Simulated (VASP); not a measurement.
# BN (P6_3/mmc) in VASP: notebook

Runs on BN. Level: LDA. Tasks: single point.

Program: VASP 6.6.1. These are calculated values, not measurements. Logs are shortened: lines on timing, memory, paths and dates and some standing lists are left out, and cuts for length are marked.

### Step 1. The cell of the first run

Symmetry: P6_3/mmc, No. 194, hexagonal system. The conventional cell has a = 2.563 Å, b = 2.563 Å, c = 6.855 Å, α = 90.00°, β = 90.00°, γ = 120.00°. Within 2.0 Å of B (site symmetry -6m2) lie 3 N at 1.48 Å. Within 2.0 Å of N (site symmetry -6m2) lie 3 B at 1.48 Å.

### Step 2. Single point, LDA (volume 9.752 Å^3 an atom, c/a of the conventional cell 2.6740)

The input, INCAR:

```
SYSTEM = BN
  ALGO = Normal
  EDIFF = 1E-6
  ENCUT = 520
  GGA = CA
  ISIF = 2
  ISMEAR = 0
  LASPH = .TRUE.
  LCHARG = .TRUE.
  LELF = .TRUE.
  LREAL = .FALSE.
  LVHAR = .TRUE.
  LWAVE = .FALSE.
  NBANDS = 16
  NELM = 60
  PREC = Accurate
  SIGMA = 0.05
```

The input, KPOINTS:

```
k-points
0
G
  12 12 4
  0 0 0
```

The input, POSCAR:

```
BN
1.0
    2.5634246121      0.0000000000      0.0000000000
   -1.2817123060      2.2199908348      0.0000000000
    0.0000000000      0.0000000000      6.8545974127
B N
2 2
Direct
    0.3333333333      0.6666666667      0.2500000000
    0.6666666667      0.3333333333      0.7500000000
    0.3333333333      0.6666666667      0.7500000000
    0.6666666667      0.3333333333      0.2500000000
```

Potentials or basis: VASP PAW LDA potentials, release 64 (B, N).

Run with:

```console
cat potpaw_LDA.64/B/POTCAR potpaw_LDA.64/N/POTCAR > POTCAR
mpirun -np 1 vasp_std > vasp.out
```

OUTCAR:

```text
SYSTEM = BN
   EDIFF = 1E-6
   ENCUT = 520
   GGA = CA
   ISIF = 2
   ISMEAR = 0
   LASPH = .TRUE.
   LREAL = .FALSE.
   NELM = 60
   PREC = Accurate

 ion  position               nearest neighbor table
   1  0.333  0.667  0.250-   4 1.48   4 1.48   4 1.48
   2  0.667  0.333  0.750-   3 1.48   3 1.48   3 1.48
   3  0.333  0.667  0.750-   2 1.48   2 1.48   2 1.48
   4  0.667  0.333  0.250-   1 1.48   1 1.48   1 1.48

  LATTYP: Found a hexagonal cell.
 ALAT       =     2.5634246121
 C/A-ratio  =     2.6740000000

  Lattice vectors:

 A1 = (   2.5634246121,   0.0000000000,   0.0000000000)
 A2 = (  -1.2817123060,   2.2199908348,   0.0000000000)
 A3 = (   0.0000000000,   0.0000000000,   6.8545974127)

Analysis of symmetry for initial positions (statically):
=====================================================================
 Subroutine PRICEL returns:
 Original cell was already a primitive cell.

 Routine SETGRP: Setting up the symmetry group for a
 hexagonal supercell.

 Subroutine GETGRP returns: Found 24 space group operations
 (whereof 12 operations were pure point group operations)
 out of a pool of 24 trial point group operations.

The static configuration has the point symmetry D_3d.
 The point group associated with its full space group is D_6h.

Analysis of symmetry for dynamics (positions and initial velocities):
=====================================================================
 Subroutine PRICEL returns:
 Original cell was already a primitive cell.

 Routine SETGRP: Setting up the symmetry group for a
 hexagonal supercell.

 Subroutine GETGRP returns: Found 24 space group operations
 (whereof 12 operations were pure point group operations)
 out of a pool of 24 trial point group operations.

The dynamic configuration has the point symmetry D_3d.
 The point group associated with its full space group is D_6h.

 Subroutine INISYM returns: Found 24 space group operations
 (whereof 12 operations are pure point group operations),
 and found     1 'primitive' translations

----------------------------------------------------------------------------------------

                                     Primitive cell

  volume of cell :      39.0080

  direct lattice vectors                    reciprocal lattice vectors
     2.563424612  0.000000000  0.000000000     0.390103144  0.225226155  0.000000000
    -1.281712306  2.219990835  0.000000000     0.000000000  0.450452310  0.000000000
     0.000000000  0.000000000  6.854597413     0.000000000  0.000000000  0.145887488

  length of vectors
     2.563424612  2.563424612  6.854597413     0.450452310  0.450452310  0.145887488

  position of ions in fractional coordinates (direct lattice)
     0.333333333  0.666666667  0.250000000
     0.666666667  0.333333333  0.750000000
     0.333333333  0.666666667  0.750000000
     0.666666667  0.333333333  0.250000000

  ion indices of the primitive-cell ions
   primitive index   ion index
                 1           1
                 2           2
                 3           3
                 4           4

----------------------------------------------------------------------------------------

 KPOINTS: k-points

Automatic generation of k-mesh.
 Grid dimensions read from file:
 generate k-points for:   12   12    4

 Generating k-lattice:

  Cartesian coordinates                     Fractional coordinates (reciprocal lattice)
     0.032508595  0.018768846  0.000000000     0.083333333  0.000000000  0.000000000
     0.000000000  0.037537693  0.000000000     0.000000000  0.083333333  0.000000000
     0.000000000  0.000000000  0.036471872     0.000000000  0.000000000  0.250000000

  Length of vectors
     0.037537693  0.037537693  0.036471872

  Shift w.r.t. Gamma in fractional coordinates (k-lattice)
     0.000000000  0.000000000  0.000000000

 Subroutine IBZKPT returns following result:
 ===========================================

 Found     57 irreducible k-points:

 Following reciprocal coordinates:
            Coordinates               Weight
  0.000000  0.000000  0.000000      1.000000
  0.083333  0.000000  0.000000      6.000000
  0.166667  0.000000  0.000000      6.000000
  0.250000  0.000000  0.000000      6.000000
  0.333333  0.000000  0.000000      6.000000
  0.416667  0.000000  0.000000      6.000000
[... 16 lines left out ...]
  0.250000  0.000000  0.250000     12.000000
  0.333333  0.000000  0.250000     12.000000
 [... further k-points ...]
   k-points           NKPTS =     57   k-points in BZ     NKDIM =     57   number of bands    NBANDS=     16
   number of dos      NEDOS =    301   number of ions     NIONS =      4
   total plane-waves  NPLWV =  21600
   dimension x,y,z NGX =    20 NGY =   20 NGZ =   54
   dimension x,y,z NGXF=    40 NGYF=   40 NGZF=  108
   ions per type =               2   2
   NGX,Y,Z   is equivalent  to a cutoff of  12.97, 12.97, 13.10 a.u.
   NGXF,Y,Z  is equivalent  to a cutoff of  25.94, 25.94, 26.19 a.u.
 SYSTEM =  BN
   PREC   = accura    normal or accurate (medium, high low for compatibility)
   ISTART =      0    job   : 0-new  1-cont  2-samecut
   ICHARG =      2    charge: 1-file 2-atom 10-const
   ISPIN  =      1    spin polarized calculation?
   LNONCOLLINEAR =      F non collinear calculations
   LSORBIT =      F    spin-orbit coupling
   LASPH  =      T    aspherical Exc in radial PAW
   ENCUT  =  520.0 eV  38.22 Ry    6.18 a.u.   4.77  4.77 12.75*2*pi/ulx,y,z
   NELM   =     60;   NELMIN=  2; NELMDL= -5     # of ELM steps
   EDIFF  = 0.1E-05   stopping-criterion for ELM
   LREAL  =      F    real-space projection
   EDIFFG = 0.1E-04   stopping-criterion for IOM
   NSW    =      0    number of steps for IOM
   IBRION =     -1    ionic relax: 0-MD 1-quasi-New 2-CG
   NFREE  =      0    steps in history (QN), initial steepest desc. (CG)
   ISIF   =      2    stress and relaxation
   ISYM   =      2    0-nonsym 1-usesym 2-fastsym
   POTIM  = 0.5000    time-step for ionic-motion
   TEBEG  =    0.0;   TEEND  =   0.0 temperature during run
   PSTRESS=    0.0 pullay stress
   NELECT =      16.0000    total number of electrons
   NUPDOWN=      -1.0000    fix difference up-down
   EMIN   =  10.00;   EMAX   =-10.00  energy-range for DOS
   EFERMI =   0.00;   METHOD = LEGACY
   ISMEAR =     0;   SIGMA  =   0.05  broadening in eV -4-tet -1-fermi 0-gaus
   EFERMI_NEDOS =   21; number of points for ismear=-14 and -15
   IALGO  =     38    algorithm
   IMIX   =      4    mixing-type and parameters
     AMIX     =   0.40;   BMIX     =  1.00
     AMIX_MAG =   1.60;   BMIX_MAG =  1.00
  volume/ion in A,a.u.               =       9.75        65.81
  Fermi-wavevector in a.u.,A,eV,Ry     =   1.216364  2.298595 20.130386  1.479542
  Thomas-Fermi vector in A             =   2.351720
   LORBIT       =      0    0 simple, 1 ext, 2 COOP (PROOUT), +10 PAW based schemes
   GGA     = CA    functional components
   LHFCALC =     F    Hartree Fock is set to
   AEXX    =    0.0000 exact exchange contribution
   IVDW    =     0    specifies the selected vdW correction
   LEPSILON=     F    determine dielectric tensor
   LRPA    =     F    only Hartree local field effects (RPA)
 non-spin polarized calculation
 Gauss-broadening in eV      SIGMA  =   0.05
  energy-cutoff  :      520.00
  volume of cell :       39.01
 maximum number of plane-waves:      1068
 NGX is ok and might be reduce to    20
   NGX =  9   NGY =  9   NGZ = 25

 number of electron      15.9999999 magnetization

 Free energy of the ion-electron system (eV)
  ---------------------------------------------------
  ext. energy  EPLUGINS =         0.00000000
  ---------------------------------------------------
  free energy    TOTEN  =       -38.37753695 eV

  energy without entropy =      -38.37753695  energy(sigma->0) =      -38.37753695

 E-fermi :   1.8063     XC(G=0): -10.1791

 val. band max:        1.5967770589   @ k =   0.3333   0.3333   0.5000
 cond. band min:       5.6066524580   @ k =   0.5000   0.0000   0.0000
 fundamental gap:      4.0098753991
 Fermi energy:         1.8063485192

 k-point     1 :       0.0000    0.0000    0.0000
  band No.  band energies     occupation
      1     -15.5547      2.00000
      2     -15.3014      2.00000
      3      -4.2624      2.00000
      4      -2.3142      2.00000
      5       0.1800      2.00000
      6       0.1800      2.00000
[... 8 lines left out ...]
     15      12.6238      0.00000
     16      13.6226      0.00000

 k-point     2 :       0.0833    0.0000    0.0000
  band No.  band energies     occupation
      1     -15.4257      2.00000
      2     -15.1765      2.00000
      3      -4.0851      2.00000
      4      -2.1553      2.00000
      5      -0.3519      2.00000
      6      -0.3267      2.00000
[... 8 lines left out ...]
     15      13.1763      0.00000
     16      13.1923      0.00000

 k-point     3 :       0.1667    0.0000    0.0000
  band No.  band energies     occupation
      1     -15.0461      2.00000
      2     -14.8093      2.00000
      3      -3.5598      2.00000
      4      -1.6987      2.00000
      5      -1.6884      2.00000
      6      -1.6682      2.00000
[... 8 lines left out ...]
     15      14.5049      0.00000
     16      14.6033      0.00000

 k-point     4 :       0.2500    0.0000    0.0000
  band No.  band energies     occupation
      1     -14.4419      2.00000
      2     -14.2269      2.00000
      3      -3.4055      2.00000
      4      -3.3563      2.00000
      5      -2.7106      2.00000
      6      -1.3410      2.00000
[... 8 lines left out ...]
     15      15.7808      0.00000
     16      16.6058      0.00000
[... 324 lines left out ...]
 k-point    22 :       0.1667    0.0000    0.2500
  band No.  band energies     occupation
      1     -15.0130      2.00000
      2     -14.8456      2.00000
      3      -3.3344      2.00000
      4      -2.0517      2.00000
      5      -1.6871      2.00000
      6      -1.6430      2.00000
[... 8 lines left out ...]
     15      14.5187      0.00000
     16      14.5882      0.00000

 k-point    23 :       0.2500    0.0000    0.2500
  band No.  band energies     occupation
      1     -14.4117      2.00000
      2     -14.2597      2.00000
      3      -3.4086      2.00000
      4      -3.3693      2.00000
      5      -2.4793      2.00000
      6      -1.3340      2.00000
[... 8 lines left out ...]
     15      16.6189      0.00000
     16      16.6877      0.00000

 k-point    24 :       0.3333    0.0000    0.2500
  band No.  band energies     occupation
      1     -13.6529      2.00000
      2     -13.5257      2.00000
      3      -5.0942      2.00000
      4      -5.0459      2.00000
      5      -1.9238      2.00000
      6      -1.8870      2.00000
[... 8 lines left out ...]
     15      17.2296      0.00000
     16      18.9502      0.00000

 [... further k-points ...]

------------------------ aborting loop because EDIFF is reached ----------------------------------------

  FORCE on cell =-STRESS in cart. coord.  units (eV):
  Direction    XX          YY          ZZ          XY          YZ          ZX
  --------------------------------------------------------------------------------------
  -------------------------------------------------------------------------------------
  Total       -6.6836902     -6.6836902     -0.3104023     -0.0000000      0.0000000      0.0000000
  in kB     -274.5195057   -274.5195057    -12.7491667     -0.0000000      0.0000000      0.0000000
  external PRESSURE =    -187.2627261 kB  Pullay stress =       0.0000000 kB

 VOLUME and BASIS-vectors are now :
 -----------------------------------------------------------------------------
  energy-cutoff  :      520.00
  volume of cell :       39.01
      direct lattice vectors                 reciprocal lattice vectors
     2.563424612  0.000000000  0.000000000     0.390103144  0.225226155  0.000000000
    -1.281712306  2.219990835  0.000000000     0.000000000  0.450452310  0.000000000
     0.000000000  0.000000000  6.854597413     0.000000000  0.000000000  0.145887488

 POSITION                                       TOTAL-FORCE (eV/Angst)
 -----------------------------------------------------------------------------------
     -0.00000      1.47999      1.71365         0.000000     -0.000000      0.000000
      1.28171      0.74000      5.14095        -0.000000      0.000000      0.000000
     -0.00000      1.47999      5.14095         0.000000     -0.000000      0.000000
      1.28171      0.74000      1.71365        -0.000000      0.000000      0.000000
 -----------------------------------------------------------------------------------
    total drift:                               -0.000000      0.000000      0.000000

  FREE ENERGIE OF THE ION-ELECTRON SYSTEM (eV)
  ---------------------------------------------------
  free  energy   TOTEN  =       -38.3775369461 eV

  energy  without entropy=      -38.3775369461  energy(sigma->0) =      -38.37753695
```

It took 20 s on 1 thread of AMD EPYC 9R45 (Zen 5), shared host; peak memory 0.12 GiB.

What came out:

- Free energy: -38.3775 eV
- Pressure: -18.7 GPa
- Band gap on the k mesh: 4.01 eV, indirect (least direct gap 4.33 eV)

Stress tensor (GPa, compression positive):
```
-27.45   0.00   0.00
  0.00 -27.45   0.00
  0.00   0.00  -1.27
```

 A k mesh can miss the band edges.

### Step 3. Single point, LDA (volume 9.752 Å^3 an atom, c/a of the conventional cell 2.8061)

The input, INCAR:

```
SYSTEM = BN
PREC = Accurate
ENCUT = 520
EDIFF = 1E-6
ISMEAR = 0
SIGMA = 0.05
LREAL = .False.
LASPH = .True.
NELM = 100
ALGO = Normal
ISIF = 2
LWAVE = .False.
LCHARG = .False.
NBANDS = 16
```

The input, KPOINTS:

```
Automatic mesh
0
Gamma
  12 12 4
  0 0 0
```

The input, POSCAR:

```
BN
1.0
    2.5225510818      0.0000000000      0.0000000000
   -1.2612755409      2.1845933192      0.0000000000
    0.0000000000      0.0000000000      7.0785305907
B N
2 2
Direct
    0.3333333333      0.6666666667      0.2500000000
    0.6666666667      0.3333333333      0.7500000000
    0.3333333333      0.6666666667      0.7500000000
    0.6666666667      0.3333333333      0.2500000000
```

Potentials or basis: VASP PAW LDA potentials, release 64 (B, N).

Run with:

```console
cat potpaw_LDA.64/B/POTCAR potpaw_LDA.64/N/POTCAR > POTCAR
mpirun -np 1 vasp_std > vasp.out
```

Wall time 19 s (1 thread of AMD EPYC 9R45 (Zen 5), shared host); peak memory 0.12 GiB.

It converged, with:

| Property | Result |
| --- | --- |
| Free energy | -38.5247 eV |
| Pressure | -9.0 GPa |
| Band gap on the k mesh | 4.14 eV, indirect (least direct gap 4.46 eV) |

Stress tensor (GPa, compression positive):
```
-12.71   0.00   0.00
  0.00 -12.71   0.00
  0.00   0.00  -1.51
```

Levels at points of the mesh, in eV from the valence-band top:
```
           k point  band 6  band 7  band 8  band 9  band 10  band 11
(0.00, 0.00, 0.00)   -1.37   -1.35   -1.35    4.57     9.19    11.26
(0.50, 0.00, 0.00)   -4.09   -1.29   -0.54    4.14     5.23     9.22
(0.00, 0.00, 0.50)   -1.36   -1.36   -1.36    6.62     6.62    11.30
(0.50, 0.00, 0.50)   -4.10   -0.91   -0.91    4.54     4.54     9.62
```

### Step 4. Single point, LDA (volume 9.752 Å^3 an atom, c/a of the conventional cell 2.3702)

The input, INCAR:

```
PREC = Accurate ; ENCUT = 520
EDIFF = 1E-6 ; ISMEAR = 0
SIGMA = 0.05 ; LREAL = F
LASPH = T ; NELM = 80
ALGO = Normal ; ISIF = 2
LWAVE = F ; LCHARG = F
GGA = CA ; NBANDS = 16
```

The input, KPOINTS:

```
Automatic mesh
0
Gamma
  12 12 4
```

The input, POSCAR:

```
BN
1.0
    2.6685746295      0.0000000000      0.0000000000
   -1.3342873148      2.3110534211      0.0000000000
    0.0000000000      0.0000000000      6.3250555869
B N
2 2
Direct
    0.3333333333      0.6666666667      0.2500000000
    0.6666666667      0.3333333333      0.7500000000
    0.3333333333      0.6666666667      0.7500000000
    0.6666666667      0.3333333333      0.2500000000
```

Potentials or basis: VASP PAW LDA potentials, release 64 (B, N).

Run with:

```console
cat potpaw_LDA.64/B/POTCAR potpaw_LDA.64/N/POTCAR > POTCAR
mpirun -np 1 vasp_std > vasp.out
```

OUTCAR:

```text
PREC = Accurate
   ENCUT = 520
   EDIFF = 1E-6
   ISMEAR = 0
   LREAL = F
   LASPH = T
   NELM = 80
   ISIF = 2
   GGA = CA

 ion  position               nearest neighbor table
   1  0.333  0.667  0.250-   4 1.54   4 1.54   4 1.54
   2  0.667  0.333  0.750-   3 1.54   3 1.54   3 1.54
   3  0.333  0.667  0.750-   2 1.54   2 1.54   2 1.54
   4  0.667  0.333  0.250-   1 1.54   1 1.54   1 1.54

  LATTYP: Found a hexagonal cell.
 ALAT       =     2.6685746295
[... 655 lines left out ...]

  FORCE on cell =-STRESS in cart. coord.  units (eV):
  Direction    XX          YY          ZZ          XY          YZ          ZX
  --------------------------------------------------------------------------------------
  -------------------------------------------------------------------------------------
  Total      -14.3900470    -14.3900470     -0.0181823      0.0000000      0.0000000      0.0000000
  in kB     -591.0430448   -591.0430449     -0.7468016      0.0000000      0.0000000      0.0000000
  external PRESSURE =    -394.2776305 kB  Pullay stress =       0.0000000 kB

 VOLUME and BASIS-vectors are now :
 -----------------------------------------------------------------------------
  energy-cutoff  :      520.00
  volume of cell :       39.01
      direct lattice vectors                 reciprocal lattice vectors
     2.668574630  0.000000000  0.000000000     0.374731885  0.216351554  0.000000000
    -1.334287315  2.311053421  0.000000000     0.000000000  0.432703109  0.000000000
     0.000000000  0.000000000  6.325055587     0.000000000  0.000000000  0.158101377

 POSITION                                       TOTAL-FORCE (eV/Angst)
 -----------------------------------------------------------------------------------
     -0.00000      1.54070      1.58126         0.000000      0.000000      0.000000
      1.33429      0.77035      4.74379        -0.000000      0.000000      0.000000
     -0.00000      1.54070      4.74379        -0.000000      0.000000      0.000000
      1.33429      0.77035      1.58126         0.000000      0.000000      0.000000
 -----------------------------------------------------------------------------------
    total drift:                               -0.000000      0.000000      0.000000

  FREE ENERGIE OF THE ION-ELECTRON SYSTEM (eV)
  ---------------------------------------------------
  free  energy   TOTEN  =       -37.5324948519 eV

  energy  without entropy=      -37.5324948519  energy(sigma->0) =      -37.53249485
```

Run time: 18 s. Hardware: 1 thread of AMD EPYC 9R45 (Zen 5), shared host; peak memory 0.12 GiB.

Results:

| Item | Value |
| --- | --- |
| Free energy | -37.5325 eV |
| Pressure | -39.4 GPa |
| Band gap on the k mesh | 3.66 eV, indirect (least direct gap 3.88 eV) |

### Step 5. The runs side by side

```tsv
cell	gap on the mesh (eV)	pressure (GPa)
a = 2.563, b = 2.563, c = 6.855 Å, angles 90.0, 90.0, 120.0°, 4 atoms	4.01	-18.7
a = 2.523, b = 2.523, c = 7.079 Å, angles 90.0, 90.0, 120.0°, 4 atoms	4.14	-9.0
a = 2.669, b = 2.669, c = 6.325 Å, angles 90.0, 90.0, 120.0°, 4 atoms	3.66	-39.4
```

Alike in all rows: task single point; level LDA; potentials or basis VASP PAW LDA potentials, release 64 (B, N); no spin polarisation; k mesh 12 × 12 × 4; cutoff (eV) 520; smearing gaussian 0.05 eV.

Absolute energies hang on the potentials; compare differences alone.
